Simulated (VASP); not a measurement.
# MgB (Pm-3m) in VASP: settings compared

Aim: see how the results for MgB move with the level of theory and the settings. Levels: PBE0, PBEsol-based global hybrid with 25 % exact exchange, HSE06. Tasks: single point, relaxation of cell and atoms.

Everything below comes from runs of VASP 6.6.1. Logs are shortened: lines on timing, memory, paths and dates and some standing lists are left out, and cuts for length are marked.

**1. The cell of the first run**

The structure is cubic, space group Pm-3m (No. 221). Conventional cell: a = 2.885 Å, b = 2.885 Å, c = 2.885 Å, α = 90.00°, β = 90.00°, γ = 90.00°. Within 3.3 Å of Mg (site symmetry m-3m) lie 8 B at 2.50 Å and 6 Mg at 2.89 Å. Within 3.3 Å of B (site symmetry m-3m) lie 8 Mg at 2.50 Å and 6 B at 2.89 Å.

**2. Single point, PBE0**

POSCAR

```
MgB
1.0
    2.8853299696      0.0000000000      0.0000000000
    0.0000000000      2.8853299696      0.0000000000
    0.0000000000      0.0000000000      2.8853299696
Mg B
1 1
Direct
    0.0000000000      0.0000000000      0.0000000000
    0.5000000000      0.5000000000      0.5000000000
```

INCAR.step1

```
SYSTEM = MgB
PREC = Accurate
ENCUT = 520
EDIFF = 1E-5
ISMEAR = -1
SIGMA = 0.05
LREAL = .FALSE.
LASPH = .TRUE.
NELM = 100
ALGO = Normal
ISIF = 2
LWAVE = .TRUE.
LCHARG = .FALSE.
GGA = PE
NBANDS = 10
```

INCAR.step2

```
SYSTEM = MgB
PREC = Accurate
ENCUT = 520
EDIFF = 1E-6
ISMEAR = -1
SIGMA = 0.05
LREAL = .FALSE.
LASPH = .TRUE.
NELM = 100
ALGO = Normal
ISIF = 2
LWAVE = .FALSE.
LCHARG = .FALSE.
GGA = PE
LHFCALC = .TRUE.
AEXX = 0.25
PRECFOCK = Normal
ISTART = 1
NBANDS = 10
```

KPOINTS

```
Automatic mesh
0
G
  5 5 5
  0 0 0
```

Potentials or basis: VASP PAW PBE potentials, release 64 (Mg, B).

Command:

```bash
> cat potpaw_PBE.64/Mg/POTCAR potpaw_PBE.64/B/POTCAR > POTCAR
> cp INCAR.step1 INCAR
> mpirun -np 1 vasp_std > vasp.out
> cp INCAR.step2 INCAR
> mpirun -np 1 vasp_std > vasp.out
```

OUTCAR:

```text
SYSTEM = MgB
   PREC = Accurate
   ENCUT = 520
   EDIFF = 1E-6
   ISMEAR = -1
   LREAL = .FALSE.
   LASPH = .TRUE.
   NELM = 100
   ISIF = 2
   GGA = PE
   LHFCALC = .TRUE.
   AEXX = 0.25
   PRECFOCK = Normal
   ISTART = 1

 ion  position               nearest neighbor table
   1  0.000  0.000  0.000-   2 2.50   2 2.50   2 2.50   2 2.50   2 2.50   2 2.50   2 2.50   2 2.50

   2  0.500  0.500  0.500-   1 2.50   1 2.50   1 2.50   1 2.50   1 2.50   1 2.50   1 2.50   1 2.50

  LATTYP: Found a simple cubic cell.
 ALAT       =     2.8853299696

  Lattice vectors:

 A1 = (   2.8853299696,   0.0000000000,   0.0000000000)
 A2 = (   0.0000000000,   2.8853299696,   0.0000000000)
 A3 = (   0.0000000000,   0.0000000000,   2.8853299696)

Analysis of symmetry for initial positions (statically):
=====================================================================
 Subroutine PRICEL returns:
 Original cell was already a primitive cell.

 Routine SETGRP: Setting up the symmetry group for a
 simple cubic supercell.

 Subroutine GETGRP returns: Found 48 space group operations
 (whereof 48 operations were pure point group operations)
 out of a pool of 48 trial point group operations.

The static configuration has the point symmetry O_h .

Analysis of symmetry for dynamics (positions and initial velocities):
=====================================================================
 Subroutine PRICEL returns:
 Original cell was already a primitive cell.

 Routine SETGRP: Setting up the symmetry group for a
 simple cubic supercell.

 Subroutine GETGRP returns: Found 48 space group operations
 (whereof 48 operations were pure point group operations)
 out of a pool of 48 trial point group operations.

The dynamic configuration has the point symmetry O_h .

 Subroutine INISYM returns: Found 48 space group operations
 (whereof 48 operations are pure point group operations),
 and found     1 'primitive' translations

----------------------------------------------------------------------------------------

                                     Primitive cell

  volume of cell :      24.0207

  direct lattice vectors                    reciprocal lattice vectors
     2.885329970  0.000000000  0.000000000     0.346580811  0.000000000  0.000000000
     0.000000000  2.885329970  0.000000000     0.000000000  0.346580811  0.000000000
     0.000000000  0.000000000  2.885329970     0.000000000  0.000000000  0.346580811

  length of vectors
     2.885329970  2.885329970  2.885329970     0.346580811  0.346580811  0.346580811

  position of ions in fractional coordinates (direct lattice)
     0.000000000  0.000000000  0.000000000
     0.500000000  0.500000000  0.500000000

  ion indices of the primitive-cell ions
   primitive index   ion index
                 1           1
                 2           2

----------------------------------------------------------------------------------------

 KPOINTS: Automatic mesh

Automatic generation of k-mesh.
 Grid dimensions read from file:
 generate k-points for:    5    5    5

 Generating k-lattice:

  Cartesian coordinates                     Fractional coordinates (reciprocal lattice)
     0.069316162  0.000000000  0.000000000     0.200000000  0.000000000  0.000000000
     0.000000000  0.069316162  0.000000000     0.000000000  0.200000000  0.000000000
     0.000000000  0.000000000  0.069316162     0.000000000  0.000000000  0.200000000

  Length of vectors
     0.069316162  0.069316162  0.069316162

  Shift w.r.t. Gamma in fractional coordinates (k-lattice)
     0.000000000  0.000000000  0.000000000

 Subroutine IBZKPT returns following result:
 ===========================================

 Found     10 irreducible k-points:

 Following reciprocal coordinates:
            Coordinates               Weight
  0.000000  0.000000  0.000000      1.000000
  0.200000  0.000000  0.000000      6.000000
  0.400000  0.000000  0.000000      6.000000
  0.200000  0.200000  0.000000     12.000000
  0.400000  0.200000  0.000000     24.000000
  0.400000  0.400000  0.000000     12.000000
  0.200000  0.200000  0.200000      8.000000
  0.400000  0.200000  0.200000     24.000000
  0.400000  0.400000  0.200000     24.000000
  0.400000  0.400000  0.400000      8.000000
   k-points           NKPTS =     10   k-points in BZ     NKDIM =    125   number of bands    NBANDS=     10
   number of dos      NEDOS =    301   number of ions     NIONS =      2
   total plane-waves  NPLWV =  13824
   dimension x,y,z NGX =    24 NGY =   24 NGZ =   24
   dimension x,y,z NGXF=    48 NGYF=   48 NGZF=   48
   ions per type =               1   1
   NGX,Y,Z   is equivalent  to a cutoff of  13.83, 13.83, 13.83 a.u.
   NGXF,Y,Z  is equivalent  to a cutoff of  27.66, 27.66, 27.66 a.u.
 SYSTEM =  MgB
   PREC   = accura    normal or accurate (medium, high low for compatibility)
   ISTART =      1    job   : 0-new  1-cont  2-samecut
   ICHARG =      0    charge: 1-file 2-atom 10-const
   ISPIN  =      1    spin polarized calculation?
   LNONCOLLINEAR =      F non collinear calculations
   LSORBIT =      F    spin-orbit coupling
   LASPH  =      T    aspherical Exc in radial PAW
   ENCUT  =  520.0 eV  38.22 Ry    6.18 a.u.   5.36  5.36  5.36*2*pi/ulx,y,z
   NELM   =    100;   NELMIN=  2; NELMDL=  0     # of ELM steps
   EDIFF  = 0.1E-05   stopping-criterion for ELM
   LREAL  =      F    real-space projection
   EDIFFG = 0.1E-04   stopping-criterion for IOM
   NSW    =      0    number of steps for IOM
   IBRION =     -1    ionic relax: 0-MD 1-quasi-New 2-CG
   NFREE  =      0    steps in history (QN), initial steepest desc. (CG)
   ISIF   =      2    stress and relaxation
   ISYM   =      3    0-nonsym 1-usesym 2-fastsym
   POTIM  = 0.5000    time-step for ionic-motion
   TEBEG  =    0.0;   TEEND  =   0.0 temperature during run
   PSTRESS=    0.0 pullay stress
   NELECT =       5.0000    total number of electrons
   NUPDOWN=      -1.0000    fix difference up-down
   EMIN   =  10.00;   EMAX   =-10.00  energy-range for DOS
   EFERMI =   0.00;   METHOD = LEGACY
   ISMEAR =    -1;   SIGMA  =   0.05  broadening in eV -4-tet -1-fermi 0-gaus
   EFERMI_NEDOS =   21; number of points for ismear=-14 and -15
   IALGO  =     38    algorithm
   IMIX   =      1    mixing-type and parameters
     AMIX     =   0.40;   BMIX     =  1.00
     AMIX_MAG =   1.60;   BMIX_MAG =  1.00
  volume/ion in A,a.u.               =      12.01        81.05
  Fermi-wavevector in a.u.,A,eV,Ry     =   0.970218  1.833446 12.807478  0.941323
  Thomas-Fermi vector in A             =   2.100335
   LORBIT       =      0    0 simple, 1 ext, 2 COOP (PROOUT), +10 PAW based schemes
   GGA     = PE    functional components
   LHFCALC =     T    Hartree Fock is set to
   PRECFOCK=normal    Normal, Fast or Accurate (Low or Medium for compatibility)
   ENCUT4O =  -1.0   cutoff for four orbital integrals eV
   NKREDX  =     1    reduce k-point grid by
   NKREDY  =     1    reduce k-point grid by
   NKREDZ  =     1    reduce k-point grid by
   AEXX    =    0.2500 exact exchange contribution
   HFSCREEN=    0.0000 screening length (either q_TF or 0.3 A-1)
   HFSCREENC=   0.0000 screening length for correlation (either q_TF or 0.3 A-1)
   ENCUTFOCK=  -1.0 apply spherical cutoff to Coloumb kernel
   IVDW    =     0    specifies the selected vdW correction
   LEPSILON=     F    determine dielectric tensor
   LRPA    =     F    only Hartree local field effects (RPA)
 non-spin polarized calculation
  energy-cutoff  :      520.00
  volume of cell :       24.02
 maximum number of plane-waves:       657
 NGX is ok and might be reduce to    24
  NGX = 18; NGY = 18; NGZ = 18

 number of electron       5.0000000 magnetization

 Free energy of the ion-electron system (eV)
  ---------------------------------------------------
  ext. energy  EPLUGINS =         0.00000000
  ---------------------------------------------------
  free energy    TOTEN  =        -7.41523741 eV

  energy without entropy =       -7.40944225  energy(sigma->0) =       -7.41233983

 E-fermi :   4.8345     XC(G=0):  -8.1928

 val. band max:        4.1465227267   @ k =   0.2000   0.2000   0.2000
 cond. band min:       4.8788536242   @ k =   0.2000   0.2000   0.0000
 fundamental gap:      0.7323308975
 Fermi energy:         4.8344888540

 k-point     1 :       0.0000    0.0000    0.0000
  band No.  band energies     occupation
      1      -8.2625      2.00000
      2       8.0048      0.00000
      3       8.0048      0.00000
      4       8.0048      0.00000
      5      12.5253      0.00000
      6      12.5253      0.00000
      7      15.0204      0.00000
      8      24.6767      0.00000
      9      24.6767      0.00000
     10      24.6767      0.00000

 k-point     2 :       0.2000    0.0000    0.0000
  band No.  band energies     occupation
      1      -7.5590      2.00000
      2       3.3286      2.00000
      3       8.4414      0.00000
      4       8.4414      0.00000
      5      13.3072      0.00000
      6      14.7423      0.00000
      7      17.2153      0.00000
      8      21.9803      0.00000
      9      21.9803      0.00000
     10      24.0825      0.00000

 k-point     3 :       0.4000    0.0000    0.0000
  band No.  band energies     occupation
      1      -5.5910      2.00000
      2      -1.3082      2.00000
      3       9.3107      0.00000
      4       9.3107      0.00000
      5      15.5701      0.00000
      6      16.1971      0.00000
      7      18.3441      0.00000
      8      19.0060      0.00000
      9      19.0060      0.00000
     10      19.5005      0.00000

 k-point     4 :       0.2000    0.2000    0.0000
  band No.  band energies     occupation
      1      -6.8645      2.00000
      2       3.5142      2.00000
      3       4.8789      0.58334
      4       8.8697      0.00000
      5      14.5061      0.00000
      6      15.9681      0.00000
      7      17.5282      0.00000
      8      20.3411      0.00000
      9      21.9134      0.00000
     10      23.5337      0.00000

 k-point     5 :       0.4000    0.2000    0.0000
  band No.  band energies     occupation
      1      -4.9270      2.00000
      2      -0.6368      2.00000
      3       6.0777      0.00000
      4       9.7442      0.00000
      5      12.6586      0.00000
      6      16.6072      0.00000
      7      18.4761      0.00000
      8      19.4466      0.00000
      9      20.7501      0.00000
     10      23.8899      0.00000

 k-point     6 :       0.4000    0.4000    0.0000
  band No.  band energies     occupation
      1      -3.0644      2.00000
      2       0.7114      2.00000
      3       1.3894      2.00000
      4       8.5671      0.00000
      5      10.6217      0.00000
      6      18.0164      0.00000
      7      19.2010      0.00000
      8      20.4017      0.00000
      9      20.7111      0.00000
     10      21.4957      0.00000

 k-point     7 :       0.2000    0.2000    0.2000
  band No.  band energies     occupation
      1      -6.1793      2.00000
      2       4.1465      2.00000
      3       4.1465      2.00000
      4       6.1863      0.00000
      5      16.0754      0.00000
      6      16.0754      0.00000
      7      16.0942      0.00000
      8      21.0882      0.00000
      9      21.0882      0.00000
     10      21.0919      0.00000

 k-point     8 :       0.4000    0.2000    0.2000
  band No.  band energies     occupation
      1      -4.2721      2.00000
      2       0.0050      2.00000
      3       6.1493      0.00000
      4       7.1394      0.00000
      5      12.9710      0.00000
      6      13.4853      0.00000
      7      17.1116      0.00000
      8      22.0329      0.00000
      9      22.0961      0.00000
     10      23.5109      0.00000

 k-point     9 :       0.4000    0.4000    0.2000
  band No.  band energies     occupation
      1      -2.4357      2.00000
      2       1.2951      2.00000
      3       1.9542      2.00000
      4       7.9809      0.00000
      5       9.1644      0.00000
      6      14.3718      0.00000
      7      14.4083      0.00000
      8      21.3037      0.00000
      9      23.1047      0.00000
     10      25.0917      0.00000

 k-point    10 :       0.4000    0.4000    0.4000
  band No.  band energies     occupation
      1      -0.6587      2.00000
      2       2.6639      2.00000
      3       2.6639      2.00000
      4       4.0834      2.00000
      5      10.4496      0.00000
      6      10.4496      0.00000
      7      10.5595      0.00000
      8      17.9887      0.00000
      9      26.8066      0.00000
     10      27.1658      0.00000

------------------------ aborting loop because EDIFF is reached ----------------------------------------

  FORCE on cell =-STRESS in cart. coord.  units (eV):
  Direction    XX          YY          ZZ          XY          YZ          ZX
  --------------------------------------------------------------------------------------
  -------------------------------------------------------------------------------------
  Total       -0.0391195     -0.0391195     -0.0391195      0.0000000      0.0000000      0.0000000
  in kB       -2.6092625     -2.6092625     -2.6092625      0.0000000      0.0000000      0.0000000
  external PRESSURE =      -2.6092625 kB  Pullay stress =       0.0000000 kB

 VOLUME and BASIS-vectors are now :
 -----------------------------------------------------------------------------
  energy-cutoff  :      520.00
  volume of cell :       24.02
      direct lattice vectors                 reciprocal lattice vectors
     2.885329970  0.000000000  0.000000000     0.346580811  0.000000000  0.000000000
     0.000000000  2.885329970  0.000000000     0.000000000  0.346580811  0.000000000
     0.000000000  0.000000000  2.885329970     0.000000000  0.000000000  0.346580811

 POSITION                                       TOTAL-FORCE (eV/Angst)
 -----------------------------------------------------------------------------------
      0.00000      0.00000      0.00000         0.000000      0.000000      0.000000
      1.44266      1.44266      1.44266         0.000000      0.000000      0.000000
 -----------------------------------------------------------------------------------
    total drift:                               -0.000000      0.000000     -0.000000

  FREE ENERGIE OF THE ION-ELECTRON SYSTEM (eV)
  ---------------------------------------------------
  free  energy   TOTEN  =        -7.4152374147 eV

  energy  without entropy=       -7.4094422528  energy(sigma->0) =       -7.41233983
```

It took 2.6 min on 1 thread of Intel Xeon 8259CL, shared host; peak memory 0.15 GiB.

Results:

```
Free energy            : -7.4152 eV
Pressure               : -0.3 GPa
Band gap on the k mesh : zero (an odd number of electrons rules out a gap without spin polarisation)
```

Caveat: the k points lie up to 0.44 Å⁻¹ apart, too coarse for converged energies and pressures of a metal; the PAW data sets were made with another functional, which shifts forces and pressure a little.

(Part 1 of 4 ends here.)
